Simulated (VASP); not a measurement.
Input of a VASP 6.6.1 run:

Contents of INCAR:

```
SYSTEM = SnGe7
PREC = Accurate
ENCUT = 600
EDIFF = 1E-6
ISMEAR = 0
SIGMA = 0.1
LREAL = Auto
LASPH = .True.
NELM = 100
ALGO = Normal
ISIF = 3
LWAVE = .False.
LCHARG = .False.
GGA = PS
IBRION = 2
NSW = 100
EDIFFG = -0.005
LUSENCCL = .False.
```

File KPOINTS:

```
Automatic mesh
0
Gamma
  6 6 6
  0 0 0
```

File POSCAR:

```
SnGe7
1.0
   -0.0074411318      5.7877207433      5.8038231445
    5.7877207433     -0.0074411318      5.8038231445
    5.7802796116      5.7802796116      0.0000000000
Ge Sn
14 2
Direct
    0.0006444155      0.0006444155     -0.0006444155
    0.0006444155      0.0006444155      0.4993555845
    0.0130690426      0.4952474779     -0.0041582603
    0.0130690426      0.4952474779      0.4958417397
    0.4952474779      0.0130690426     -0.0041582603
    0.4952474779      0.0130690426      0.4958417397
    0.4900230627      0.4900230627      0.0099769373
    0.4900230627      0.4900230627      0.5099769373
    0.1257851381      0.1257851381      0.1242148619
    0.1257851381      0.1257851381      0.6242148619
    0.1250535380      0.6249769720      0.1249847450
    0.1250535380      0.6249769720      0.6249847450
    0.6249769720      0.1250535380      0.1249847450
    0.6249769720      0.1250535380      0.6249847450
    0.6252003532      0.6252003532      0.1247996468
    0.6252003532      0.6252003532      0.6247996468
```

Potentials or basis: VASP PAW PBE potentials, release 64 (Ge_d, Sn_d).

The run is started by

```bash
$ cat potpaw_PBE.64/Ge_d/POTCAR potpaw_PBE.64/Sn_d/POTCAR > POTCAR
$ mpirun -np 1 vasp_std > vasp.out
```

Estimate the relaxed volume.

24.26 Å³/atom.

What does it give for the band gap on the k mesh?

Zero (filled and empty bands touch).

Forces in eV/Å, atoms in the order of the input:
```
Ge   0.000  0.000 -0.002
Ge   0.000  0.000 -0.002
Ge   0.000  0.000  0.000
Ge   0.000  0.000  0.000
Ge   0.000  0.000  0.000
Ge   0.000  0.000  0.000
Ge   0.000  0.000  0.001
Ge   0.000  0.000  0.001
Ge   0.000  0.000  0.001
Ge   0.000  0.000  0.001
Ge   0.000  0.000  0.001
Ge   0.000  0.000  0.001
Ge   0.000  0.000  0.001
Ge   0.000  0.000  0.001
Sn   0.000  0.000 -0.001
Sn   0.000  0.000 -0.001
```

Caveat: semilocal functionals underestimate gaps, so a narrow gap can read as zero; the PAW data sets were made with another functional, which shifts forces and pressure a little; spin-orbit coupling is left out, which moves the levels of the heavy elements.
